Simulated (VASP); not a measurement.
# Na (Immm) in VASP: notebook

Na is run at these levels: PBE; tasks: single point.

Program: VASP 6.6.1. These are calculated values, not measurements. Logs are shortened: lines on timing, memory, paths and dates and some standing lists are left out, and cuts for length are marked.

### 1 The cell of the first run

Symmetry: Immm, No. 71, orthorhombic system. Conventional cell: a = 3.732 Å, b = 3.826 Å, c = 5.231 Å, α = 90.00°, β = 90.00°, γ = 90.00°. Na (site symmetry mmm) has 12 Na at 3.73 to 3.83 Å within 4.9 Å.

### 2 Single point, PBE (uniaxial strain along a: +2.0 %)

INCAR reads:

```
SYSTEM = Na
ALGO = Fast ; EDIFF = 1E-6
ENCUT = 520 ; GGA = PE
ISIF = 2 ; ISMEAR = 0
LASPH = .TRUE. ; LCHARG = .FALSE.
LREAL = .FALSE. ; LWAVE = .FALSE.
NBANDS = 14 ; NELM = 60
PREC = Accurate ; SIGMA = 0.1
```

KPOINTS reads:

```
k-points
0
G
  12 12 8
  0 0 0
```

POSCAR reads:

```
Na
1.0
    3.8258300377      0.0000000000      0.0000000000
    0.0000000000      3.7320596936      0.0000000000
    0.0000000000      0.0000000000      5.2314977543
Na
2
Direct
    0.0000000000      0.0000000000      0.0000000000
    0.5000000000      0.5000000000      0.5000000000
```

Potentials or basis: VASP PAW PBE potentials, release 64 (Na_pv).

Run with:

```console
$ cat potpaw_PBE.64/Na_pv/POTCAR > POTCAR
$ mpirun -np 1 vasp_std > vasp.out
```

OUTCAR:

```text
SYSTEM = Na
   EDIFF = 1E-6
   ENCUT = 520
   GGA = PE
   ISIF = 2
   ISMEAR = 0
   LASPH = .TRUE.
   LREAL = .FALSE.
   NELM = 60
   PREC = Accurate

 ion  position               nearest neighbor table
   1  0.000  0.000  0.000-
   2  0.500  0.500  0.500-

  LATTYP: Found a simple orthorhombic cell.
 ALAT       =     3.7320596936
 B/A-ratio  =     1.0251256282
 C/A-ratio  =     1.4017722608

  Lattice vectors:

 A1 = (   0.0000000000,  -3.7320596936,   0.0000000000)
 A2 = (   3.8258300377,   0.0000000000,   0.0000000000)
 A3 = (   0.0000000000,   0.0000000000,   5.2314977543)

Analysis of symmetry for initial positions (statically):
=====================================================================
 Subroutine PRICEL returns following result:

  LATTYP: Found a body centered orthorhombic cell.
 ALAT       =     3.7320596936
 B/A-ratio  =     1.0251256282
 C/A-ratio  =     1.4017722608

  Lattice vectors:

 A1 = (   1.9129150188,  -1.8660298468,  -2.6157488771)
 A2 = (  -1.9129150188,   1.8660298468,  -2.6157488772)
 A3 = (   1.9129150188,   1.8660298468,   2.6157488772)

   2 primitive cells build up your supercell.

 Routine SETGRP: Setting up the symmetry group for a
 simple orthorhombic supercell.

 Subroutine GETGRP returns: Found  8 space group operations
 (whereof  8 operations were pure point group operations)
 out of a pool of  8 trial point group operations.

The static configuration has the point symmetry D_2h.

Analysis of symmetry for dynamics (positions and initial velocities):
=====================================================================
 Subroutine PRICEL returns following result:

  LATTYP: Found a body centered orthorhombic cell.
 ALAT       =     3.7320596936
 B/A-ratio  =     1.0251256282
 C/A-ratio  =     1.4017722608

  Lattice vectors:

 A1 = (   1.9129150188,  -1.8660298468,  -2.6157488771)
 A2 = (  -1.9129150188,   1.8660298468,  -2.6157488772)
 A3 = (   1.9129150188,   1.8660298468,   2.6157488772)

   2 primitive cells build up your supercell.

 Routine SETGRP: Setting up the symmetry group for a
 simple orthorhombic supercell.

 Subroutine GETGRP returns: Found  8 space group operations
 (whereof  8 operations were pure point group operations)
 out of a pool of  8 trial point group operations.

[... 104 lines left out ...]
   ISIF   =      2    stress and relaxation
   ISYM   =      2    0-nonsym 1-usesym 2-fastsym
   POTIM  = 0.5000    time-step for ionic-motion
   TEBEG  =    0.0;   TEEND  =   0.0 temperature during run
   PSTRESS=    0.0 pullay stress
   NELECT =      14.0000    total number of electrons
   NUPDOWN=      -1.0000    fix difference up-down
   EMIN   =  10.00;   EMAX   =-10.00  energy-range for DOS
   EFERMI =   0.00;   METHOD = LEGACY
   ISMEAR =     0;   SIGMA  =   0.10  broadening in eV -4-tet -1-fermi 0-gaus
   EFERMI_NEDOS =   21; number of points for ismear=-14 and -15
   IALGO  =     68    algorithm
   IMIX   =      4    mixing-type and parameters
     AMIX     =   0.40;   BMIX     =  1.00
     AMIX_MAG =   1.60;   BMIX_MAG =  1.00
  volume/ion in A,a.u.               =      37.35       252.04
  Fermi-wavevector in a.u.,A,eV,Ry     =   0.936880  1.770447 11.942440  0.877745
  Thomas-Fermi vector in A             =   2.063935
   LORBIT       =      0    0 simple, 1 ext, 2 COOP (PROOUT), +10 PAW based schemes
   GGA     = PE    functional components
   LHFCALC =     F    Hartree Fock is set to
   AEXX    =    0.0000 exact exchange contribution
   IVDW    =     0    specifies the selected vdW correction
   LEPSILON=     F    determine dielectric tensor
   LRPA    =     F    only Hartree local field effects (RPA)
 non-spin polarized calculation
 RMM-DIIS sequential band-by-band and
 Gauss-broadening in eV      SIGMA  =   0.10
  energy-cutoff  :      520.00
  volume of cell :       74.70
 maximum number of plane-waves:      2038
   NGX = 15   NGY = 13   NGZ = 19

 number of electron      13.9999994 magnetization

 Free energy of the ion-electron system (eV)
  ---------------------------------------------------
  ext. energy  EPLUGINS =         0.00000000
  ---------------------------------------------------
  free energy    TOTEN  =        -2.62349905 eV

  energy without entropy =       -2.61812169  energy(sigma->0) =       -2.62081037

 E-fermi :   0.3192     XC(G=0):  -6.4823

 val. band max:        0.2982268781   @ k =   0.5000   0.2500   0.0000
 cond. band min:       0.3371328333   @ k =   0.3333   0.0000   0.3750
 fundamental gap:      0.0389059552
 Fermi energy:         0.3191733578

 k-point     1 :       0.0000    0.0000    0.0000
  band No.  band energies     occupation
      1     -24.6285      2.00000
      2     -24.6096      2.00000
      3     -24.6092      2.00000
      4     -24.5963      2.00000
      5     -24.5962      2.00000
      6     -24.5958      2.00000
      7      -2.9559      2.00000
      8       2.2160      0.00000
      9       2.7514      0.00000
     10       6.4142      0.00000
     11       6.9980      0.00000
     12       7.5285      0.00000
     13       9.2343      0.00000
     14      11.0988      0.00000
[... 377 lines left out ...]
      1     -24.6210      2.00000
      2     -24.6175      2.00000
      3     -24.6098      2.00000
      4     -24.6081      2.00000
      5     -24.6012      2.00000
      6     -24.5996      2.00000
      7      -1.9712      2.00000
      8       3.0585      0.00000
      9       3.0800      0.00000
     10       3.7740      0.00000
     11       5.2680      0.00000
     12       7.9804      0.00000
     13       8.7314      0.00000
     14       9.4484      0.00000

 [... further k-points ...]

------------------------ aborting loop because EDIFF is reached ----------------------------------------

  FORCE on cell =-STRESS in cart. coord.  units (eV):
  Direction    XX          YY          ZZ          XY          YZ          ZX
  --------------------------------------------------------------------------------------
  -------------------------------------------------------------------------------------
  Total       -0.0972762      0.0358353     -0.0542264      0.0000000      0.0000000      0.0000000
  in kB       -2.0864938      0.7686365     -1.1631103      0.0000000      0.0000000      0.0000000
  external PRESSURE =      -0.8269892 kB  Pullay stress =       0.0000000 kB

 VOLUME and BASIS-vectors are now :
 -----------------------------------------------------------------------------
  energy-cutoff  :      520.00
  volume of cell :       74.70
      direct lattice vectors                 reciprocal lattice vectors
     3.825830038  0.000000000  0.000000000     0.261381188  0.000000000  0.000000000
     0.000000000  3.732059694  0.000000000     0.000000000  0.267948554  0.000000000
     0.000000000  0.000000000  5.231497754     0.000000000  0.000000000  0.191149848

 POSITION                                       TOTAL-FORCE (eV/Angst)
 -----------------------------------------------------------------------------------
      0.00000      0.00000      0.00000        -0.000000      0.000000     -0.000000
      1.91292      1.86603      2.61575         0.000000     -0.000000      0.000000
 -----------------------------------------------------------------------------------
    total drift:                                0.000000      0.000000      0.000000

  FREE ENERGIE OF THE ION-ELECTRON SYSTEM (eV)
  ---------------------------------------------------
  free  energy   TOTEN  =        -2.6234990472 eV

  energy  without entropy=       -2.6181216917  energy(sigma->0) =       -2.62081037
```

Run time: 2.8 min. Hardware: 1 thread of Oxide Virtual Turin-like, shared host; peak memory 0.27 GiB.

What came out:

```
Free energy            : -2.6235 eV
Pressure               : -0.1 GPa
Band gap on the k mesh : zero (bands 7 and 8 overlap by 4.78 eV)
```

Stress tensor (GPa, compression positive):
```
-0.21  0.00  0.00
 0.00  0.08  0.00
 0.00  0.00 -0.12
```

Levels at points of the mesh, in eV from the Fermi level:
| k point | band 5 | band 6 | band 7 | band 8 | band 9 | band 10 |
| --- | --- | --- | --- | --- | --- | --- |
| (0.00, 0.00, 0.00) | -24.92 | -24.91 | -3.28 | 1.90 | 2.43 | 6.10 |
| (0.50, 0.00, 0.00) | -24.92 | -24.92 | -0.68 | -0.68 | 4.22 | 4.22 |
| (0.00, 0.50, 0.00) | -24.92 | -24.92 | -0.55 | -0.55 | 4.34 | 4.34 |
| (0.50, 0.50, 0.00) | -24.93 | -24.93 | 1.68 | 1.68 | 2.22 | 2.22 |
| (0.00, 0.00, 0.50) | -24.92 | -24.92 | -1.87 | -1.87 | 7.45 | 7.45 |
| (0.50, 0.00, 0.50) | -24.92 | -24.92 | 0.49 | 0.49 | 0.87 | 0.87 |
| (0.00, 0.50, 0.50) | -24.92 | -24.92 | 0.60 | 0.60 | 1.02 | 1.02 |
| (0.50, 0.50, 0.50) | -24.93 | -24.93 | 2.91 | 2.91 | 2.94 | 2.94 |

Caveat: the cell differs from its parent crystal (uniaxial strain along a: +2.0 %).

### 3 Single point, PBE (strained)

INCAR reads:

```
SYSTEM = Na
PREC = Accurate
ENCUT = 520
EDIFF = 1E-6
ISMEAR = 0
SIGMA = 0.1
LREAL = .FALSE.
LASPH = .TRUE.
NELM = 60
ALGO = Fast
ISIF = 2
LWAVE = .FALSE.
LCHARG = .TRUE.
GGA = PE
LELF = .TRUE.
LVHAR = .TRUE.
NBANDS = 10
```

KPOINTS reads:

```
Automatic mesh
0
G
  14 14 14
  0 0 0
```

POSCAR reads:

```
Na
1.0
   -1.8772445772      1.8413481638      2.6006976524
    1.8772445772     -1.8413481638      2.6006976524
    1.8772445772      1.8413481638     -2.6006976524
Na
1
Direct
    0.0000000000      0.0000000000      0.0000000000
```

Potentials or basis: VASP PAW PBE potentials, release 64 (Na_pv).

Run with:

```console
$ cat potpaw_PBE.64/Na_pv/POTCAR > POTCAR
$ mpirun -np 1 vasp_std > vasp.out
```

Wall time 2.5 min (1 thread of Oxide Virtual Turin-like, shared host); peak memory 0.21 GiB.

The run converged. Its results:

```yaml
Free_energy: -1.3131 eV
Pressure: 0.2 GPa
Band_gap_on_the_k_mesh: zero (an odd number of electrons rules out a gap without spin polarisation)
```

Stress tensor (GPa, compression positive):
```
0.02 0.00 0.00
0.00 0.29 0.00
0.00 0.00 0.17
```

Levels at points of the mesh, in eV from the Fermi level:
| k point | band 2 | band 3 | band 4 | band 5 | band 6 | band 7 |
| --- | --- | --- | --- | --- | --- | --- |
| (0.00, 0.00, 0.00) | -24.87 | -24.87 | -3.34 | 11.08 | 11.31 | 11.47 |
| (0.50, 0.00, 0.00) | -24.87 | -24.87 | 0.61 | 1.06 | 10.07 | 10.38 |
| (0.00, 0.50, 0.00) | -24.87 | -24.87 | 0.52 | 0.94 | 10.37 | 10.39 |
| (0.50, 0.50, 0.00) | -24.88 | -24.88 | 1.77 | 2.33 | 6.40 | 7.34 |
| (0.50, 0.50, 0.50) | -24.88 | -24.88 | 1.89 | 2.43 | 6.29 | 7.01 |

Caveat: the cell differs from its parent crystal (strained).

The gap in the log of VASP goes by the Fermi energy; the results here count the filled bands.